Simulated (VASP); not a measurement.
Runs of VASP 6.6.1 on GaSb. The structure is that of space group F-43m (No. 216), or close to it. The cells are those of the table. 

```csv
level,spin,cell,k mesh,grid for exact exchange (PRECFOCK),share of exact exchange,gap on the mesh (eV),pressure (GPa),moment (μB)
PBEsol,off,"a = 4.320 Å, angles 60.0°, 2 atoms",8 × 8 × 8,-,-,0.02,0.1,-
B3LYP,off,"a = 4.411 Å, angles 60.0°, 2 atoms",4 × 4 × 4,Normal,0.2,0.61,(a),-
r2SCAN,"non-collinear, zero start, SOC","a = 4.297 Å, angles 60.0°, 2 atoms",8 × 8 × 8,-,-,-,(b),0.00
PBEsol,"non-collinear, zero start, SOC","a = 4.238 Å, angles 60.0°, 2 atoms",8 × 8 × 8,-,-,-,3.6,0.00
```

Alike in all rows: smearing fermi-dirac 0.05 eV.

Task: Estimate the missing entries.

Result: (a) 0.0; (b) 1.7.

Caveats: some runs use coarse meshes; the PAW data sets were made with another functional, which shifts forces and pressure a little; spin-orbit coupling is left out, which moves the levels of the heavy elements (at least some runs); the smearing spreads over this small gap (at least some runs); semilocal functionals underestimate gaps, and a narrow one can read as zero (at least some runs); the cell stands under pressure (at least some runs).

A k mesh can miss the band edges, and rows without SOC leave out spin-orbit coupling on Ga, Sb.
